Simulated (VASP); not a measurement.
Crystal: KTaO3.

```
Ta K O
1.0
     4.01471    0.00000    0.00000
     0.00000    4.01471    0.00000
     0.00000    0.00000    4.01471
Ta K O
1 1 3
Direct
  0.00000 0.00000 0.00000
  0.50000 0.50000 0.50000
  0.00000 0.00000 0.50000
  0.00000 0.50000 0.00000
  0.50000 0.00000 0.00000
```

Base run:

- Program: VASP 6.6.1
- Functional: PBEsol
- Potentials or basis: VASP PAW PBE potentials, release 64 (Ta_pv, K_sv, O)
- Cutoff: 520 eV
- k mesh: 7 × 7 × 7
- Occupations: fermi-dirac, width 0.05 eV
- Spin: no spin polarisation

Its results: band gap on the k mesh 2.10 eV (least direct gap 2.67 eV); pressure -3.6 GPa.

**Question.** The run is repeated on the same cell with these changes: further incar settings from ALGO = Normal; EDIFF = 1e-07; NBANDS = 27 to ALGO = Normal; EDIFF = 1e-06; NBANDS = 27; dispersion from none to D4. What comes out?

**Answer.** Band gap on the k mesh 2.10 eV (least direct gap 2.67 eV); pressure -4.7 GPa.

Caveats: the cell stands under tension; the PAW data sets were made with another functional, which shifts forces and pressure a little; spin-orbit coupling is left out, which moves the levels of the heavy elements; an odd mesh through Γ misses points on the zone boundary, where band edges can lie.
